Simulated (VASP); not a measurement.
Wanted: the native input for a VASP 6.6.1 run.

- Task: relaxation of cell and atoms
- Functional: PBEsol
- Potentials or basis: VASP PAW PBE potentials, release 64 (Mg, Sc_sv)
- Cutoff: 600 eV
- k mesh: 14 × 14 × 14
- Occupations: fermi-dirac, width 0.05 eV
- Spin: no spin polarisation
- Dipole correction: no
- Further INCAR settings: ALGO = Normal; EDIFF = 1e-07; IBRION = 2; EDIFFG = -0.002; NSW = 100; ISIF = 3

The structure of MgSc lies in POSCAR:

```
MgSc
1.0
    3.5964512400      0.0000000000      0.0000000000
    0.0000000000      3.5964512400      0.0000000000
    0.0000000000      0.0000000000      3.5964512400
Mg Sc
1 1
Direct
    0.0000000000      0.0000000000      0.0000000000
    0.5000000000      0.5000000000      0.5000000000
```

These files were run (other wordings do the same):

INCAR

```
SYSTEM = MgSc
PREC     = Accurate       ! precision mode
ENCUT    = 600            ! plane-wave cutoff, eV
EDIFF    = 1E-7           ! SCF threshold, eV
ISMEAR   = -1             ! smearing method
SIGMA    = 0.05           ! smearing width, eV
LREAL    = .False.        ! projectors in reciprocal space
LASPH    = .True.         ! aspherical terms in the spheres
NELM     = 100            ! most SCF steps
ALGO     = Normal         ! electronic algorithm
ISIF     = 3              ! what is computed and relaxed
LWAVE    = .False.        ! write WAVECAR
LCHARG   = .False.        ! write CHGCAR
GGA      = PS             ! functional
IBRION   = 2              ! ionic algorithm
NSW      = 100            ! ionic steps
EDIFFG   = -0.002         ! ionic threshold
```

KPOINTS

```
regular mesh
0
Gamma
  14 14 14
  0 0 0
```

Potentials or basis: VASP PAW PBE potentials, release 64 (Mg, Sc_sv).

Command:

```bash
$ cat potpaw_PBE.64/Mg/POTCAR potpaw_PBE.64/Sc_sv/POTCAR > POTCAR
$ mpirun -np 1 vasp_std > vasp.out
```

It gave:

```yaml
Relaxed_volume: 22.65 Å³/atom
Relaxed_cell: a = 3.565 Å, b = 3.565 Å, c = 3.565 Å, α = 90.00°, β = 90.00°, γ = 90.00°
Space_group_after_relaxing_to_0.05_Å: Pm-3m (No. 221)
Energy_gained_by_relaxing: 2.6 meV/atom
Ionic_steps: 3
Pressure_after_relaxing: 0.0 GPa
```

Caveat: the PAW data sets were made with another functional, which shifts forces and pressure a little.

Wall time 3 min on 1 thread of Intel(R) Xeon(R) Platinum 8259CL CPU @ 2.50GHz (Skylake/Cascade Lake), on a shared host, peak memory 0.24 GiB.
